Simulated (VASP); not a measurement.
# Co (Fd-3m) in VASP: relaxation of cell and atoms with r2SCAN

Aim: the relaxation of cell and atoms of Co with r2SCAN.

Everything below comes from runs of VASP 6.6.1. Logs are shortened: lines on timing, memory, paths and dates and some standing lists are left out, and cuts for length are marked.

## Step 1: The cell of the first run

The structure is cubic, space group Fd-3m (No. 227). The conventional cell has a = 6.435 Å, b = 6.435 Å, c = 6.435 Å, α = 90.00°, β = 90.00°, γ = 90.00°. Within 3.5 Å of Co (site symmetry -43m) lie 16 Co at 2.67 to 2.79 Å. Co (site symmetry -3m) has 12 Co at 2.28 to 2.67 Å within 3.0 Å.

This isn't the form of Co at room conditions, which is hcp.

## Step 2: Relaxation of cell and atoms, r2SCAN, collinear spin, ferromagnetic start

Contents of POSCAR:

```
Co
1.0
    0.0000000000      3.2173720000      3.2173720000
    3.2173720000      0.0000000000      3.2173720000
    3.2173720000      3.2173720000      0.0000000000
Co
6
Direct
    0.2500000000      0.2500000000      0.2500000000
    0.0000000000      0.0000000000      0.0000000000
    0.6250000000      0.6250000000      0.1250000000
    0.6250000000      0.1250000000      0.6250000000
    0.1250000000      0.6250000000      0.6250000000
    0.6250000000      0.6250000000      0.6250000000
```

Contents of INCAR.step1:

```
SYSTEM = Co
PREC = Accurate
ENCUT = 600
ISMEAR = -1
SIGMA = 0.1
LREAL = .FALSE.
LASPH = .TRUE.
NELM = 150
ISPIN = 2
MAGMOM = 2.5 2.5 2.5 2.5 2.5 2.5
LMAXMIX = 4
GGA = PE
ALGO = Normal
EDIFF = 1E-4
LWAVE = .TRUE.
LCHARG = .FALSE.
```

Contents of INCAR.step2:

```
SYSTEM = Co
PREC = Accurate
ENCUT = 600
EDIFF = 1E-7
ISMEAR = -1
SIGMA = 0.1
LREAL = .FALSE.
LASPH = .TRUE.
NELM = 150
ALGO = Normal
ISIF = 3
LWAVE = .FALSE.
LCHARG = .FALSE.
ISPIN = 2
MAGMOM = 2.5 2.5 2.5 2.5 2.5 2.5
LORBIT = 11
LMAXMIX = 4
METAGGA = R2SCAN
LMIXTAU = .TRUE.
IBRION = 2
NSW = 80
EDIFFG = -0.01
ISTART = 1
```

Contents of KPOINTS:

```
Automatic mesh
0
G
  5 5 5
  0 0 0
```

Potentials or basis: VASP PAW PBE potentials, release 64 (Co).

Started as:

```sh
$ cat potpaw_PBE.64/Co/POTCAR > POTCAR
$ cp INCAR.step1 INCAR
$ mpirun -np 1 vasp_std > vasp.out
$ cp INCAR.step2 INCAR
$ mpirun -np 1 vasp_std > vasp.out
```

OUTCAR:

```text
SYSTEM = Co
   PREC = Accurate
   ENCUT = 600
   EDIFF = 1E-7
   ISMEAR = -1
   LREAL = .FALSE.
   LASPH = .TRUE.
   NELM = 150
   ISIF = 3
   ISPIN = 2
   LORBIT = 11
   METAGGA = R2SCAN
   IBRION = 2
   NSW = 80
   EDIFFG = -0.01
   ISTART = 1

 ion  position               nearest neighbor table
   1  0.250  0.250  0.250-   3 2.67   4 2.67   5 2.67   6 2.67   6 2.67   6 2.67   3 2.67   5 2.67
                             5 2.67   3 2.67   4 2.67   4 2.67   2 2.79   2 2.79   2 2.79   2 2.79
   2  0.000  0.000  0.000-   6 2.67   6 2.67   6 2.67   3 2.67   4 2.67   5 2.67   4 2.67   5 2.67
                             3 2.67   3 2.67   5 2.67   4 2.67   1 2.79   1 2.79   1 2.79   1 2.79
   3  0.625  0.625  0.125-   6 2.28   4 2.28   5 2.28   6 2.28   4 2.28   5 2.28   1 2.67   2 2.67
                             2 2.67   1 2.67   2 2.67   1 2.67
   4  0.625  0.125  0.625-   6 2.28   3 2.28   3 2.28   5 2.28   6 2.28   5 2.28   1 2.67   2 2.67
                             2 2.67   1 2.67   2 2.67   1 2.67
   5  0.125  0.625  0.625-   6 2.28   3 2.28   4 2.28   3 2.28   4 2.28   6 2.28   1 2.67   2 2.67
                             1 2.67   2 2.67   1 2.67   2 2.67
   6  0.625  0.625  0.625-   3 2.28   4 2.28   5 2.28   3 2.28   4 2.28   5 2.28   2 2.67   1 2.67
                             2 2.67   1 2.67   2 2.67   1 2.67

  LATTYP: Found a face centered cubic cell.
 ALAT       =     6.4347440000

  Lattice vectors:

 A1 = (   0.0000000000,   3.2173720000,   3.2173720000)
 A2 = (   3.2173720000,   0.0000000000,   3.2173720000)
 A3 = (   3.2173720000,   3.2173720000,   0.0000000000)

Analysis of symmetry for initial positions (statically):
=====================================================================
 Subroutine PRICEL returns:
 Original cell was already a primitive cell.

 Routine SETGRP: Setting up the symmetry group for a
 face centered cubic supercell.

 Subroutine GETGRP returns: Found 48 space group operations
 (whereof 24 operations were pure point group operations)
 out of a pool of 48 trial point group operations.

The static configuration has the point symmetry T_d .
 The point group associated with its full space group is O_h .

Analysis of symmetry for dynamics (positions and initial velocities):
=====================================================================
 Subroutine PRICEL returns:
 Original cell was already a primitive cell.

 Routine SETGRP: Setting up the symmetry group for a
 face centered cubic supercell.

 Subroutine GETGRP returns: Found 48 space group operations
 (whereof 24 operations were pure point group operations)
 out of a pool of 48 trial point group operations.

The dynamic configuration has the point symmetry T_d .
 The point group associated with its full space group is O_h .

Analysis of structural, dynamic, and magnetic symmetry:
=====================================================================
 Subroutine PRICEL returns:
 Original cell was already a primitive cell.

 Routine SETGRP: Setting up the symmetry group for a
 face centered cubic supercell.

 Subroutine GETGRP returns: Found 48 space group operations
 (whereof 24 operations were pure point group operations)
 out of a pool of 48 trial point group operations.

The overall configuration has the point symmetry T_d .
 The point group associated with its full space group is O_h .

 Subroutine INISYM returns: Found 48 space group operations
 (whereof 24 operations are pure point group operations),
 and found     1 'primitive' translations

----------------------------------------------------------------------------------------

                                     Primitive cell

  volume of cell :      66.6091

  direct lattice vectors                    reciprocal lattice vectors
     0.000000000  3.217372000  3.217372000    -0.155406338  0.155406338  0.155406338
     3.217372000  0.000000000  3.217372000     0.155406338 -0.155406338  0.155406338
     3.217372000  3.217372000  0.000000000     0.155406338  0.155406338 -0.155406338

  length of vectors
[... 84 lines left out ...]
   TEBEG  =    0.0;   TEEND  =   0.0 temperature during run
   PSTRESS=    0.0 pullay stress
   NELECT =      54.0000    total number of electrons
   NUPDOWN=      -1.0000    fix difference up-down
   EMIN   =  10.00;   EMAX   =-10.00  energy-range for DOS
   EFERMI =   0.00;   METHOD = LEGACY
   ISMEAR =    -1;   SIGMA  =   0.10  broadening in eV -4-tet -1-fermi 0-gaus
   EFERMI_NEDOS =   21; number of points for ismear=-14 and -15
   IALGO  =     38    algorithm
   IMIX   =      4    mixing-type and parameters
     AMIX     =   0.40;   BMIX     =  1.00
     AMIX_MAG =   1.60;   BMIX_MAG =  1.00
  volume/ion in A,a.u.               =      11.10        74.92
  Fermi-wavevector in a.u.,A,eV,Ry     =   1.526493  2.884653 31.704034  2.330181
  Thomas-Fermi vector in A             =   2.634519
   LORBIT       =     11    0 simple, 1 ext, 2 COOP (PROOUT), +10 PAW based schemes
   METAGGA = R2SCAN    functional components
   LHFCALC =     F    Hartree Fock is set to
   AEXX    =    0.0000 exact exchange contribution
   IVDW    =     0    specifies the selected vdW correction
   LEPSILON=     F    determine dielectric tensor
   LRPA    =     F    only Hartree local field effects (RPA)
 conjugate gradient relaxation of ions
 spin polarized calculation
  energy-cutoff  :      600.00
  volume of cell :       66.61
 maximum number of plane-waves:      2232
   NGX = 19   NGY = 19   NGZ = 19

--------------------------------------- Ionic step        1  -------------------------------------------

 number of electron      54.0000037 magnetization      11.3317003

 Free energy of the ion-electron system (eV)
  ---------------------------------------------------
  ext. energy  EPLUGINS =         0.00000000
  ---------------------------------------------------
  free energy    TOTEN  =       -78.43276532 eV

  energy without entropy =      -78.27919540  energy(sigma->0) =      -78.35598036

------------------------ aborting loop because EDIFF is reached ----------------------------------------

  FORCE on cell =-STRESS in cart. coord.  units (eV):
  Direction    XX          YY          ZZ          XY          YZ          ZX
  --------------------------------------------------------------------------------------
  -------------------------------------------------------------------------------------
  Total        1.4690435      1.4690435      1.4690435      0.0000000      0.0000000      0.0000000
  in kB       35.3355129     35.3355129     35.3355129      0.0000000      0.0000000      0.0000000
  external PRESSURE =      35.3355129 kB  Pullay stress =       0.0000000 kB
[... 27 lines left out ...]
--------------------------------------- Ionic step        2  -------------------------------------------

 number of electron      54.0000013 magnetization      11.3801341

 E-fermi :   9.8495     XC(G=0): -14.2487

 val. band max:        9.7908800390   @ k =  -0.4000   0.4000   0.2000
 cond. band min:       9.8583367367   @ k =  -0.4000   0.4000   0.0000
 fundamental gap:      0.0674566977
 Fermi energy:         9.8494524545

 spin component 1

 k-point     1 :       0.0000    0.0000    0.0000
  band No.  band energies     occupation
      1       0.4387      1.00000
      2       2.8814      1.00000
      3       4.0240      1.00000
      4       4.0240      1.00000
      5       4.0240      1.00000
      6       4.6690      1.00000
[... 832 lines left out ...]
     38      18.9400      0.00000
     39      21.0544      0.00000
 [bands above 39 left out]

------------------------ aborting loop because EDIFF is reached ----------------------------------------

  FORCE on cell =-STRESS in cart. coord.  units (eV):
  Direction    XX          YY          ZZ          XY          YZ          ZX
  --------------------------------------------------------------------------------------
  -------------------------------------------------------------------------------------
  Total       -1.6237130     -1.6237130     -1.6237130     -0.0000000      0.0000000      0.0000000
  in kB      -37.7039503    -37.7039503    -37.7039503     -0.0000000      0.0000000      0.0000000
  external PRESSURE =     -37.7039503 kB  Pullay stress =       0.0000000 kB
[... 27 lines left out ...]
--------------------------------------- Ionic step        3  -------------------------------------------

 number of electron      54.0000032 magnetization      11.3572951

 Free energy of the ion-electron system (eV)
  ---------------------------------------------------
  ext. energy  EPLUGINS =         0.00000000
  ---------------------------------------------------
  free energy    TOTEN  =       -78.44467142 eV

  energy without entropy =      -78.28986655  energy(sigma->0) =      -78.36726898

 E-fermi :  10.1065     XC(G=0): -14.3739

 val. band max:       10.1006817756   @ k =  -0.4000   0.4000   0.0000
 cond. band min:      10.1249605813   @ k =  -0.4000   0.4000   0.0000
 fundamental gap:      0.0242788058
 Fermi energy:        10.1064582557

 spin component 1

 k-point     1 :       0.0000    0.0000    0.0000
  band No.  band energies     occupation
      1       0.5799      1.00000
      2       3.0222      1.00000
      3       4.1941      1.00000
      4       4.1942      1.00000
      5       4.1942      1.00000
      6       4.8545      1.00000
[... 832 lines left out ...]
     38      19.3559      0.00000
     39      21.4959      0.00000
 [bands above 39 left out]

------------------------ aborting loop because EDIFF is reached ----------------------------------------

  FORCE on cell =-STRESS in cart. coord.  units (eV):
  Direction    XX          YY          ZZ          XY          YZ          ZX
  --------------------------------------------------------------------------------------
  -------------------------------------------------------------------------------------
  Total       -0.0026320     -0.0026320     -0.0026320     -0.0000000      0.0000000      0.0000000
  in kB       -0.0622793     -0.0622793     -0.0622793     -0.0000000      0.0000000      0.0000000
  external PRESSURE =      -0.0622793 kB  Pullay stress =       0.0000000 kB
[... 21 lines left out ...]
  FREE ENERGIE OF THE ION-ELECTRON SYSTEM (eV)
  ---------------------------------------------------
  free  energy   TOTEN  =       -78.4446714179 eV

  energy  without entropy=      -78.2898665514  energy(sigma->0) =      -78.36726898

 reached required accuracy - stopping structural energy minimisation

 total charge

# of ion       s       p       d       tot
------------------------------------------
    1        0.419   0.436   7.140   7.995
    2        0.419   0.436   7.140   7.995
    3        0.562   0.622   7.246   8.430
    4        0.562   0.622   7.246   8.430
    5        0.562   0.622   7.246   8.430
    6        0.562   0.622   7.246   8.430
--------------------------------------------------
tot          3.087   3.360  43.262  49.709

 magnetization (x)

# of ion       s       p       d       tot
------------------------------------------
    1        0.001  -0.053   2.067   2.015
    2        0.001  -0.053   2.067   2.015
    3       -0.000  -0.078   2.000   1.921
    4       -0.000  -0.078   2.000   1.921
    5       -0.000  -0.078   2.000   1.921
    6       -0.000  -0.078   2.000   1.921
--------------------------------------------------
tot          0.001  -0.419  12.132  11.714
```

Wall time 12 min (1 thread of Intel Xeon Platinum 8488C (Sapphire Rapids), shared host); peak memory 0.29 GiB.

Results:

- Free energy: -78.4447 eV
- Relaxed volume: 11.28 Å³/atom
- Relaxed cell: a = 4.575 Å, b = 4.575 Å, c = 4.575 Å, α = 60.00°, β = 60.00°, γ = 60.00°
- Space group after relaxing (to 0.1 Å): Fd-3m (No. 227)
- Energy gained by relaxing: 2.0 meV/atom
- Ionic steps: 3
- Pressure after relaxing: 0.0 GPa
- Net moment: 11.36 μB per cell
- Site moments: Co +2.02, +1.92 (each value once) μB
- Valence electrons inside the program's atomic spheres: Co 8.00, 8.43 (each value once)

Step by step:
```csv
step,energy change (eV),largest force (eV/Å),pressure (GPa),volume (Å³)
1,0.0000,0.0000,3.53,66.61
2,0.0036,0.0000,-3.77,69.00
3,-0.0119,0.0000,-0.01,67.71
```

Final structure:
```
Co
1.0
     0.00000    3.23498    3.23498
     3.23498    0.00000    3.23498
     3.23498    3.23498    0.00000
Co
6
Direct
  0.25000 0.25000 0.25000
  0.00000 0.00000 0.00000
  0.62500 0.62500 0.12500
  0.62500 0.12500 0.62500
  0.12500 0.62500 0.62500
  0.62500 0.62500 0.62500
```

Levels at points of the mesh, in eV from the Fermi level:
Spin up:
```
           k point  band 28  band 29  band 30  band 31  band 32  band 33  band 34  band 35  band 36  band 37
(0.00, 0.00, 0.00)    -2.05    -1.11    -1.11    -1.11     1.07     2.47     2.47     2.47     6.11     6.11
```
Spin down:
```tsv
k point	band 18	band 19	band 20	band 21	band 22	band 23	band 24	band 25
(0.00, 0.00, 0.00)	-0.66	-0.42	-0.42	0.44	0.44	0.44	0.64	0.96
```

Caveat: the PAW data sets were made with another functional, which shifts forces and pressure a little.
